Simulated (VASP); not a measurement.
A run of VASP 6.6.1 is set up as follows.

File INCAR:

```
ALGO = Normal ; EDIFF = 1E-6
ENCUT = 520 ; GGA = CA
ISIF = 2 ; ISMEAR = -1
LASPH = True ; LCHARG = False
LREAL = False ; LWAVE = False
NBANDS = 66 ; NELM = 80
PREC = Accurate ; SIGMA = 0.05
```

File KPOINTS:

```
k-points
0
Gamma
  3 4 3
```

Contents of POSCAR:

```
W
1.0
   -1.4975130000      1.6099730000      4.7887300000
    3.1506280000      0.0668460000      3.2220720000
    0.0978160000      6.4300790000      0.0358760000
W
8
Direct
    0.9653347402      0.9565550167      0.0022420029
    0.0262807626     -0.0110253202      0.4863669141
    0.0271275221      0.4434215699      0.2350985833
    0.5253904670      0.2607129565      0.3851876338
    0.0033834976      0.4836353626      0.7290496075
    0.4897292436      0.7456745353      0.1378592363
    0.4938672758      0.2445974796      0.8754395797
    0.4672431267      0.7854093996      0.6503006736
```

Potentials or basis: VASP PAW LDA potentials, release 64 (W_sv).

Command:

```console
$ cat potpaw_LDA.64/W_sv/POTCAR > POTCAR
$ mpirun -np 1 vasp_std > vasp.out
```

Q: Estimate the largest force.

A: 3.163 eV/Å.

Q: Predict the pressure.

A: -4.8 GPa.

Q: What does it give for the band gap on the k mesh?

A: Zero (band 56 reaches 11.39 eV, above the bottom of band 57 at 10.92 eV).

Forces on the atoms (eV/Å):
```
W    0.402  0.317  2.940
W    0.768  0.658 -1.927
W    2.713  0.439  0.280
W   -0.369 -0.843 -2.148
W    0.991  1.403 -0.486
W   -1.497 -1.136  0.594
W   -0.068  0.140  0.107
W   -2.939 -0.977  0.639
```

Caveat: the k points lie up to 0.47 Å⁻¹ apart; spin-orbit coupling is left out, which moves the levels of the heavy elements; forces of over 1 eV/Å act on the atoms, so gaps and moduli don't describe the material at rest.
